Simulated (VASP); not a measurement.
AsPt:

```
As Pt
1.0
     4.74678    0.00000    0.00000
     0.00000    3.14125    0.00000
     0.00000    0.00000    4.84651
As Pt
2 2
Direct
  0.75000 0.00000 0.68700
  0.25000 0.00000 0.31300
  0.75000 0.50000 0.18800
  0.25000 0.50000 0.81200
```

| Item | Value |
| --- | --- |
| Program | VASP 6.6.1 |
| Task | relaxation of cell and atoms |
| Functional | PBE |
| Potentials or basis | VASP PAW PBE potentials, release 64 (As, Pt) |
| Cutoff | 600 eV |
| k mesh | 4 × 6 × 4 |
| Occupations | gaussian, width 0.1 eV |
| Spin | no spin polarisation |

At the start: pressure -9.7 GPa; volume 18.07 Å³/atom.

Problem. How do energy, volume and symmetry change on relaxing?

Solution. Over 26 steps the energy falls by 111.2 meV/atom and the volume is 16.67 Å³/atom (-7.7 %); space group Pmma (No. 51, to 0.05 Å).

The path:
```csv
step,energy change (eV),largest force (eV/Å),pressure (GPa),volume (Å³)
1,0.0000,0.8623,-9.71,72.27
2,0.0113,0.7218,16.49,61.41
3,-0.2119,0.8450,0.93,66.55
4,-0.2120,0.8434,1.21,66.44
5,-0.2804,0.6504,1.25,66.46
6,-0.3731,0.2505,2.25,66.50
7,-0.3571,0.1407,-5.08,69.81
8,-0.3864,0.1382,-0.87,67.80
9,-0.4019,0.1244,-0.61,67.56
10,-0.4246,0.1335,0.69,66.79
11,-0.4244,0.0269,-2.17,67.90
12,-0.4281,0.0785,-0.77,67.33
13,-0.4341,0.0510,0.08,66.85
14,-0.4341,0.0481,0.17,66.80
15,-0.4352,0.0319,-0.44,67.00
16,-0.4353,0.0291,-0.60,67.06
17,-0.4358,0.0300,-0.54,67.02
18,-0.4371,0.0270,-0.32,66.89
19,-0.4384,0.0586,0.14,66.62
20,-0.4398,0.0657,0.11,66.60
21,-0.4427,0.0805,0.17,66.54
22,-0.4429,0.0849,0.22,66.51
23,-0.4437,0.0684,-0.23,66.70
24,-0.4439,0.0566,-0.58,66.84
25,-0.4443,0.0454,-0.43,66.79
26,-0.4449,0.0149,-0.10,66.67
```

Final structure:
```
As Pt
1.0
     4.63391    0.00000    0.00000
     0.00000    3.09160    0.00000
     0.00000    0.00000    4.65383
As Pt
2 2
Direct
  0.75000 0.00000 0.74434
  0.25000 0.00000 0.25566
  0.75000 0.50000 0.23531
  0.25000 0.50000 0.76469
```
